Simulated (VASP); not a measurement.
Crystal: AlN.

```
Al N
1.0
     3.11300    0.00000    0.00000
    -1.55650    2.69594    0.00000
     0.00000    0.00000    4.98100
Al N
2 2
Direct
  0.33333 0.66667 0.00000
  0.66667 0.33333 0.50000
  0.33333 0.66667 0.38000
  0.66667 0.33333 0.88000
```

Base run:

```yaml
Program: VASP 6.6.1
Functional: r2SCAN
Potentials_or_basis: VASP PAW PBE potentials, release 64 (Al, N)
Cutoff: 660 eV
k_mesh: 7 × 7 × 4
Occupations: gaussian, width 0.01 eV
Spin: no spin polarisation
```

Its results: band gap on the k mesh 4.90 eV; pressure -1.3 GPa; largest force 0.122 eV/Å.

Task: After a change of settings the same cell gave: band gap on the k mesh 4.25 eV; pressure -4.2 GPa; largest force 0.120 eV/Å. Which change was it?
A. functional from r2SCAN to PBEsol; cutoff from 660 eV to 600 eV
B. functional from r2SCAN to LDA; potentials or basis from VASP PAW PBE potentials, release 64 (Al, N) to VASP PAW LDA potentials, release 64 (Al, N); cutoff from 660 eV to 600 eV
C. functional from r2SCAN to PBE; cutoff from 660 eV to 600 eV
D. functional from r2SCAN to BLYP; cutoff from 660 eV to 600 eV

Result: B.

Caveats: the PAW data sets were made with another functional, which shifts forces and pressure a little (at least some runs); the cell stands under tension (at least some runs).
